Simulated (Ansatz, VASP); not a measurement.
# Two plane-wave programs on MnF2

```
Mn F
1.0
     4.89945    0.00000    0.00000
     0.00000    4.89945    0.00000
     0.00000    0.00000    3.31525
Mn F
2 4
Direct
  0.00000 0.00000 0.00000
  0.50000 0.50000 0.50000
  0.30487 0.30487 0.00000
  0.19513 0.80487 0.50000
  0.69513 0.69513 0.00000
  0.80487 0.19513 0.50000
```

Alike in both runs: functional PBEsol; k mesh 5 × 5 × 7; collinear spin; Hubbard terms Mn d U = 4.0 eV.

Ansatz relaxed the structure, and its values are those at the end. VASP's run is a single point on that final structure, the one shown.

|  | VASP | Ansatz |
| --- | --- | --- |
| version | VASP 6.6.1 | Ansatz 0.2.0 |
| potentials or method | VASP PAW PBE potentials, release 64 (Mn_pv, F) | scalar-relativistic, plane waves, PAW |
| plane-wave cutoff (eV) | 520 | 420 |
| occupations | gaussian, width 0.01 eV | fixed |
| valence electrons in the cell | 54 | 58 |

Ansatz gave:

| Item | Value |
| --- | --- |
| gap on the k mesh at the Fermi level (eV) | 3.50 |
| least direct gap on the mesh (eV) | 3.53 |
| pressure (GPa) | 0.0 |
| net moment per atom (μB) | 0.00 |
| size of the moment on the site where the two differ most (μB) | 4.22 |

Task: Which values does VASP return?

Result: gap on the k mesh at the Fermi level (eV): 3.41; least direct gap on the mesh (eV): 3.44; pressure (GPa): -0.9; net moment per atom (μB): 0.00; size of the moment on the site where the two differ most (μB): 4.67.

VASP's potentials were made for PBE, not for PBEsol. Site moments also hang on the region over which each program counts them. The programs project onto different local orbitals, so the same U acts differently, and such runs can settle in different states. VASP's potentials hold 54 valence electrons a cell and Ansatz's 58, so a difference there can come from the potentials and not from the codes. Ansatz's warnings: end state compared, metallic iterate.
